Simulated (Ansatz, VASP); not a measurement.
TiSe2: VASP beside Ansatz

```
Ti Se
1.0
     3.48257    0.00000    0.00000
    -1.74129    3.01600    0.00000
     0.00000    0.00000    5.85933
Ti Se
1 2
Cartesian
  0.0000 0.0000 0.0000
  0.0000 2.0107 1.5524
  1.7413 1.0053 4.3070
```

Alike in both runs: functional PBE; dispersion D3(BJ); k mesh 12 × 12 × 6; occupations gaussian, width 0.05 eV; collinear spin.

Ansatz relaxed the structure, and its values are those at the end. VASP's run is a single point on that final structure, the one shown.

|  | VASP | Ansatz |
| --- | --- | --- |
| version | VASP 6.6.1 | Ansatz 0.2.0 |
| potentials or method | VASP PAW PBE potentials, release 64 (Ti_sv, Se), cutoff 500 eV | scalar-relativistic, plane waves, PAW |
| valence electrons in the cell | 24 | 44 |

|  | VASP | Ansatz | Ansatz less VASP |
| --- | --- | --- | --- |
| gap on the k mesh at the Fermi level (eV) | none | none | - |
| pressure (GPa) | 0.1 | 0.0 | -0.10 |
| rms of the force components (eV/Å) | 0.009 | 0.000 | -0.0085 |
| net moment per atom (μB) | 0.00 | 0.00 | 0.000 |

A gap of «none» marks a metal or a gap that the smearing closes. VASP's potentials hold 24 valence electrons a cell and Ansatz's 44, so a difference there can come from the potentials and not from the codes. Ansatz's warnings: seeded moment not kept.
